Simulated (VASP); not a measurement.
Crystal: In3As.

```xyz
4
Lattice="4.6717 0.0000 0.0000 0.0000 4.6717 0.0000 0.0000 0.0000 4.6717" Properties=species:S:1:pos:R:3 pbc="T T T"
In    2.3358    2.3358    0.0000
In    2.3358    0.0000    2.3358
In    0.0000    2.3358    2.3358
As    0.0000    0.0000    0.0000
```

Base run:

```yaml
Program: VASP 6.6.1
Functional: PBE
Potentials_or_basis: VASP PAW PBE potentials, release 64 (In_d, As)
Cutoff: 520 eV
k_mesh: 6 × 6 × 6
Occupations: fermi-dirac, width 0.05 eV
Spin: no spin polarisation
```

Its results: band gap on the k mesh zero (bands 22 and 23 overlap by 3.84 eV); pressure 0.6 GPa.

Q: The run is repeated on the same cell with these changes: functional from PBE to LDA; potentials or basis from VASP PAW PBE potentials, release 64 (In_d, As) to VASP PAW LDA potentials, release 64 (In_d, As). What comes out?

A: Band gap on the k mesh zero (bands 22 and 23 overlap by 3.78 eV); pressure -3.9 GPa.

Caveats: spin-orbit coupling is left out, which moves the levels of the heavy elements; the cell stands under tension (at least some runs).
